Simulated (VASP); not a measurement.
Write the native input for VASP 6.6.1 that does the following.

```
Task                   : single point
Functional             : PBEsol
Potentials or basis    : VASP PAW PBE potentials, release 64 (Pb_d)
Cutoff                 : 520 eV
k mesh                 : 20 × 20 × 20
Occupations            : fermi-dirac, width 0.1 eV
Spin                   : no spin polarisation
Dipole correction      : no
Further INCAR settings : ALGO = Normal; EDIFF = 1e-06; NBANDS = 13
```

The structure of Pb lies in POSCAR:

```
Pb
1.0
    0.0000000000      2.3111324836      2.3111324836
    2.3111324836      0.0000000000      2.3111324836
    2.3111324836      2.3111324836      0.0000000000
Pb
1
Direct
    0.0000000000      0.0000000000      0.0000000000
```

The input as run:

INCAR

```
SYSTEM = Pb
PREC = Accurate
ENCUT = 520
EDIFF = 1E-6
ISMEAR = -1
SIGMA = 0.1
LREAL = .FALSE.
LASPH = .TRUE.
NELM = 60
ALGO = Normal
ISIF = 2
LWAVE = .FALSE.
LCHARG = .FALSE.
GGA = PS
NBANDS = 13
```

KPOINTS

```
regular mesh
0
G
  20 20 20
  0 0 0
```

Potentials or basis: VASP PAW PBE potentials, release 64 (Pb_d).

Command:

```sh
$ cat potpaw_PBE.64/Pb_d/POTCAR > POTCAR
$ mpirun -np 1 vasp_std > vasp.out
```

Results of the run:

```yaml
Pressure: 14.9 GPa
Band_gap_on_the_k_mesh: zero (bands 7 and 8 overlap by 11.19 eV)
```

Caveat: the cell stands under pressure; the PAW data sets were made with another functional, which shifts forces and pressure a little; spin-orbit coupling is left out, which moves the levels of the heavy elements.

It took 15 s on 1 thread of Intel(R) Xeon(R) 6975P-C (Granite Rapids) (shared host), peak memory 0.19 GiB.
